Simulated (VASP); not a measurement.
BAs: single point with LDA

The system is BAs.

```
CELL_PARAMETERS angstrom
0.00000 2.40963 2.40963
2.40963 0.00000 2.40963
2.40963 2.40963 0.00000
ATOMIC_POSITIONS crystal
B 0.75000 0.75000 0.75000
As 0.00000 0.00000 0.00000
```

```
Program             : VASP 6.6.1
Task                : single point
Functional          : LDA
Potentials or basis : VASP PAW LDA potentials, release 64 (B, As)
Cutoff              : 520 eV
k mesh              : 3 × 3 × 3
Occupations         : fermi-dirac, width 0.01 eV
Spin                : no spin polarisation
```

The pressure is -4.4 GPa. The band gap on the k mesh is 1.18 eV, indirect (least direct gap 3.17 eV).

Levels at points of the mesh, in eV from the valence-band top:
| k point | band 1 | band 2 | band 3 | band 4 | band 5 | band 6 | band 7 | band 8 | band 9 |
| --- | --- | --- | --- | --- | --- | --- | --- | --- | --- |
| (0.00, 0.00, 0.00) | -15.18 | 0.00 | 0.00 | 0.00 | 3.17 | 3.17 | 3.17 | 4.36 | 9.14 |

It took 4.8 s on 1 thread of AMD EPYC 7R43 64-Core Processor (Zen 3), with other jobs on the host, peak memory 0.1 GiB.

Caveat: the k points lie up to 0.75 Å⁻¹ apart. Expect the measured gap to be larger: semilocal functionals such as LDA lack the derivative discontinuity.
